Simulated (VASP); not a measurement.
## CrCo: single point with PBE

CrCo:

```
Cr Co
1.0
     0.00000    2.31520    2.31520
     2.31520    0.00000    2.31520
     2.31520    2.31520    0.00000
Cr Co
1 1
Cartesian
  2.3152 2.3152 2.3152
  0.0000 0.0000 0.0000
```

```yaml
Program: VASP 6.6.1
Task: single point
Functional: PBE
Potentials_or_basis: VASP PAW PBE potentials, release 64 (Cr_pv, Co)
Cutoff: 520 eV
k_mesh: 8 × 8 × 8
Occupations: gaussian, width 0.1 eV
Spin: collinear spin, ferromagnetic start
Starting_moments: "[3.0, 3.0] μB"
Dipole_correction: no
Further_INCAR_settings: ALGO = Normal; EDIFF = 1e-07; NBANDS = 22
```

```
Pressure                                              : -0.2 GPa
Net moment                                            : 0.90 μB per cell
Site moments                                          : Cr +1.02; Co -0.15 μB
Valence electrons inside the program's atomic spheres : Cr 10.90; Co 8.46
```

Levels at points of the mesh, in eV from the Fermi level:
Spin up:
```csv
k point,band 8,band 9,band 10,band 11,band 12,band 13,band 14,band 15
"(0.00, 0.00, 0.00)",-3.51,-3.51,0.88,0.88,0.88,2.18,2.18,6.48
"(0.50, 0.00, 0.00)",-1.58,-1.58,-1.21,-1.21,-0.19,-0.19,0.31,1.71
"(0.50, 0.50, 0.00)",-1.18,-1.05,-1.05,0.02,0.02,0.96,2.13,5.53
```
Spin down:
```csv
k point,band 8,band 9,band 10,band 11,band 12,band 13
"(0.00, 0.00, 0.00)",-3.24,-3.24,1.56,1.56,1.56,2.56
"(0.50, 0.00, 0.00)",-1.34,-1.34,-0.89,-0.89,0.24,0.84
"(0.50, 0.50, 0.00)",-1.18,-1.18,-1.08,1.22,1.22,1.53
```

Run time: 34 s on 1 thread of Intel(R) Xeon(R) Platinum 8259CL CPU @ 2.50GHz (Skylake/Cascade Lake), with other jobs on the host, peak memory 0.16 GiB.
